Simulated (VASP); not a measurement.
# SnSe (P6/mmm) in VASP: single point with r2SCAN

Aim: the single point of SnSe with r2SCAN.

All numbers are computed with VASP 6.6.1; they aren't measurements. Logs are shortened: lines on timing, memory, paths and dates and some standing lists are left out, and cuts for length are marked.

### 1 The cell of the first run

It takes space group P6/mmm (No. 191, hexagonal). The conventional cell has a = 6.610 Å, b = 6.610 Å, c = 4.513 Å, α = 90.00°, β = 90.00°, γ = 120.00°. Within 3.9 Å of Sn (site symmetry mmm) lie 6 Se at 2.95 to 3.30 Å and 4 Sn at 3.30 Å. Se (site symmetry 6/mmm) has 6 Sn at 3.30 Å within 4.3 Å. Within 3.9 Å of Se (site symmetry -6m2) lie 6 Sn at 2.95 Å and 3 Se at 3.82 Å.

### 2 Single point, r2SCAN

Input file POSCAR:

```
SnSe
1.0
    6.6095850563      0.0000000000      0.0000000000
   -3.3047925282      5.7240685672      0.0000000000
    0.0000000000      0.0000000000      4.5127025285
Sn Se
3 3
Direct
    0.5000000000      0.0000000000      0.0000000000
    0.5000000000      0.5000000000      0.0000000000
    0.0000000000      0.5000000000      0.0000000000
    0.0000000000      0.0000000000      0.0000000000
    0.3333333333      0.6666666667      0.5000000000
    0.6666666667      0.3333333333      0.5000000000
```

Input file INCAR.step1:

```
  PREC = Accurate
  ENCUT = 520
  ISMEAR = 0
  SIGMA = 0.1
  LREAL = False
  LASPH = True
  NELM = 100
  NBANDS = 39
  GGA = PE
  ALGO = Normal
  EDIFF = 1E-4
  LWAVE = True
  LCHARG = False
```

Input file INCAR.step2:

```
  PREC = Accurate
  ENCUT = 520
  EDIFF = 1E-7
  ISMEAR = 0
  SIGMA = 0.1
  LREAL = False
  LASPH = True
  NELM = 100
  ALGO = Normal
  ISIF = 2
  LWAVE = False
  LCHARG = False
  METAGGA = R2SCAN
  LMIXTAU = True
  NBANDS = 39
  ISTART = 1
```

Input file KPOINTS:

```
regular mesh
0
Gamma
  6 6 8
```

Potentials or basis: VASP PAW PBE potentials, release 64 (Sn_d, Se).

Launch:

```sh
cat potpaw_PBE.64/Sn_d/POTCAR potpaw_PBE.64/Se/POTCAR > POTCAR
cp INCAR.step1 INCAR
mpirun -np 1 vasp_std > vasp.out
cp INCAR.step2 INCAR
mpirun -np 1 vasp_std > vasp.out
```

OUTCAR:

```text
PREC = Accurate
   ENCUT = 520
   EDIFF = 1E-7
   ISMEAR = 0
   LREAL = False
   LASPH = True
   NELM = 100
   ISIF = 2
   METAGGA = R2SCAN
   ISTART = 1

 ion  position               nearest neighbor table
   1  0.500  0.000  0.000-   5 2.95   6 2.95   5 2.95   6 2.95   3 3.30   3 3.30   2 3.30   2 3.30

   2  0.500  0.500  0.000-   5 2.95   6 2.95   5 2.95   6 2.95   1 3.30   1 3.30   3 3.30   3 3.30

   3  0.000  0.500  0.000-   5 2.95   6 2.95   5 2.95   6 2.95   1 3.30   1 3.30   2 3.30   2 3.30

   4  0.000  0.000  0.000-
   5  0.333  0.667  0.500-   1 2.95   1 2.95   3 2.95   3 2.95   2 2.95   2 2.95
   6  0.667  0.333  0.500-   1 2.95   1 2.95   3 2.95   3 2.95   2 2.95   2 2.95

  LATTYP: Found a hexagonal cell.
 ALAT       =     6.6095850563
 C/A-ratio  =     0.6827512605

  Lattice vectors:

 A1 = (   6.6095850563,   0.0000000000,   0.0000000000)
 A2 = (  -3.3047925282,   5.7240685672,   0.0000000000)
 A3 = (   0.0000000000,   0.0000000000,   4.5127025285)

Analysis of symmetry for initial positions (statically):
=====================================================================
 Subroutine PRICEL returns:
 Original cell was already a primitive cell.

 Routine SETGRP: Setting up the symmetry group for a
 hexagonal supercell.

 Subroutine GETGRP returns: Found 24 space group operations
 (whereof 24 operations were pure point group operations)
 out of a pool of 24 trial point group operations.

The static configuration has the point symmetry D_6h.

Analysis of symmetry for dynamics (positions and initial velocities):
=====================================================================
 Subroutine PRICEL returns:
 Original cell was already a primitive cell.

 Routine SETGRP: Setting up the symmetry group for a
 hexagonal supercell.

 Subroutine GETGRP returns: Found 24 space group operations
 (whereof 24 operations were pure point group operations)
 out of a pool of 24 trial point group operations.

The dynamic configuration has the point symmetry D_6h.

 Subroutine INISYM returns: Found 24 space group operations
 (whereof 24 operations are pure point group operations),
 and found     1 'primitive' translations

----------------------------------------------------------------------------------------

                                     Primitive cell

[... 99 lines left out ...]
   LREAL  =      F    real-space projection
   EDIFFG = 0.1E-05   stopping-criterion for IOM
   NSW    =      0    number of steps for IOM
   IBRION =     -1    ionic relax: 0-MD 1-quasi-New 2-CG
   NFREE  =      0    steps in history (QN), initial steepest desc. (CG)
   ISIF   =      2    stress and relaxation
   ISYM   =      2    0-nonsym 1-usesym 2-fastsym
   POTIM  = 0.5000    time-step for ionic-motion
   TEBEG  =    0.0;   TEEND  =   0.0 temperature during run
   PSTRESS=    0.0 pullay stress
   NELECT =      60.0000    total number of electrons
   NUPDOWN=      -1.0000    fix difference up-down
   EMIN   =  10.00;   EMAX   =-10.00  energy-range for DOS
   EFERMI =   0.00;   METHOD = LEGACY
   ISMEAR =     0;   SIGMA  =   0.10  broadening in eV -4-tet -1-fermi 0-gaus
   EFERMI_NEDOS =   21; number of points for ismear=-14 and -15
   IALGO  =     38    algorithm
   IMIX   =      4    mixing-type and parameters
     AMIX     =   0.40;   BMIX     =  1.00
     AMIX_MAG =   1.60;   BMIX_MAG =  1.00
  volume/ion in A,a.u.               =      28.46       192.03
  Fermi-wavevector in a.u.,A,eV,Ry     =   1.155278  2.183160 18.159265  1.334668
  Thomas-Fermi vector in A             =   2.291908
   LORBIT       =      0    0 simple, 1 ext, 2 COOP (PROOUT), +10 PAW based schemes
   METAGGA = R2SCAN    functional components
   LHFCALC =     F    Hartree Fock is set to
   AEXX    =    0.0000 exact exchange contribution
   IVDW    =     0    specifies the selected vdW correction
   LEPSILON=     F    determine dielectric tensor
   LRPA    =     F    only Hartree local field effects (RPA)
 non-spin polarized calculation
 Gauss-broadening in eV      SIGMA  =   0.10
  energy-cutoff  :      520.00
  volume of cell :      170.73
 maximum number of plane-waves:      4660
 NGX is ok and might be reduce to    50
   NGX = 25   NGY = 25   NGZ = 17

 number of electron      60.0000002 magnetization

 Free energy of the ion-electron system (eV)
  ---------------------------------------------------
  ext. energy  EPLUGINS =         0.00000000
  ---------------------------------------------------
  free energy    TOTEN  =      -117.55116045 eV

  energy without entropy =     -117.54816169  energy(sigma->0) =     -117.54966107

 E-fermi :   4.4906     XC(G=0):  -9.9102

 val. band max:        4.4830785572   @ k =   0.0000   0.0000   0.3750
 cond. band min:       4.5167981157   @ k =   0.5000  -0.0000   0.2500
 fundamental gap:      0.0337195585
 Fermi energy:         4.4905766038

 k-point     1 :       0.0000    0.0000    0.0000
  band No.  band energies     occupation
      1     -17.9482      2.00000
      2     -17.9245      2.00000
      3     -17.9245      2.00000
      4     -17.8881      2.00000
      5     -17.8494      2.00000
      6     -17.8239      2.00000
[... 997 lines left out ...]
     38       9.6817      0.00000
     39      10.2845      0.00000

 [... further k-points ...]

------------------------ aborting loop because EDIFF is reached ----------------------------------------

  FORCE on cell =-STRESS in cart. coord.  units (eV):
  Direction    XX          YY          ZZ          XY          YZ          ZX
  --------------------------------------------------------------------------------------
  -------------------------------------------------------------------------------------
  Total        0.0257017      0.0257017      0.0295060     -0.0000000      0.0000000      0.0000000
  in kB        0.2411884      0.2411884      0.2768887     -0.0000000      0.0000000      0.0000000
  external PRESSURE =       0.2530885 kB  Pullay stress =       0.0000000 kB

 VOLUME and BASIS-vectors are now :
 -----------------------------------------------------------------------------
  energy-cutoff  :      520.00
  volume of cell :      170.73
      direct lattice vectors                 reciprocal lattice vectors
     6.609585056  0.000000000  0.000000000     0.151295428  0.087350456  0.000000000
    -3.304792528  5.724068567  0.000000000     0.000000000  0.174700912  0.000000000
     0.000000000  0.000000000  4.512702529     0.000000000  0.000000000  0.221596703

 POSITION                                       TOTAL-FORCE (eV/Angst)
 -----------------------------------------------------------------------------------
      3.30479      0.00000      0.00000         0.000000      0.000000      0.000000
      1.65240      2.86203      0.00000         0.000000      0.000000      0.000000
     -1.65240      2.86203      0.00000         0.000000      0.000000      0.000000
      0.00000      0.00000      0.00000         0.000000      0.000000      0.000000
     -0.00000      3.81605      2.25635        -0.000000      0.000000     -0.000000
      3.30479      1.90802      2.25635        -0.000000     -0.000000      0.000000
 -----------------------------------------------------------------------------------
    total drift:                               -0.000000      0.000000     -0.000000

  FREE ENERGIE OF THE ION-ELECTRON SYSTEM (eV)
  ---------------------------------------------------
  free  energy   TOTEN  =      -117.5511604515 eV

  energy  without entropy=     -117.5481616872  energy(sigma->0) =     -117.54966107
```

It took 21 min on 1 thread of Intel Xeon Platinum 8259CL at 2.50GHz (Skylake/Cascade Lake), shared host; peak memory 0.43 GiB.

Results:

| Property | Result |
| --- | --- |
| Free energy | -117.5512 eV |
| Pressure | 0.0 GPa |
| Band gap on the k mesh | zero (band 30 reaches 5.42 eV, above the bottom of band 31 at 4.15 eV) |

Levels at points of the mesh, in eV from the Fermi level:
```tsv
k point	band 26	band 27	band 28	band 29	band 30	band 31	band 32	band 33	band 34	band 35
(0.00, 0.00, 0.00)	-2.07	-1.30	-1.30	-0.18	-0.10	-0.10	1.80	1.80	3.67	3.67
(0.50, 0.00, 0.00)	-2.38	-2.21	-0.86	-0.32	-0.23	0.70	1.61	1.70	2.25	3.40
(0.00, 0.00, 0.50)	-3.50	-1.71	-1.71	-1.38	0.93	2.14	2.14	2.73	3.94	5.19
(0.50, 0.00, 0.50)	-2.09	-1.75	-1.39	-0.94	0.17	0.73	0.85	3.31	3.52	3.89
```

Caveat: the PAW data sets were made with another functional, which shifts forces and pressure a little; spin-orbit coupling is left out, which moves the levels of the heavy elements.
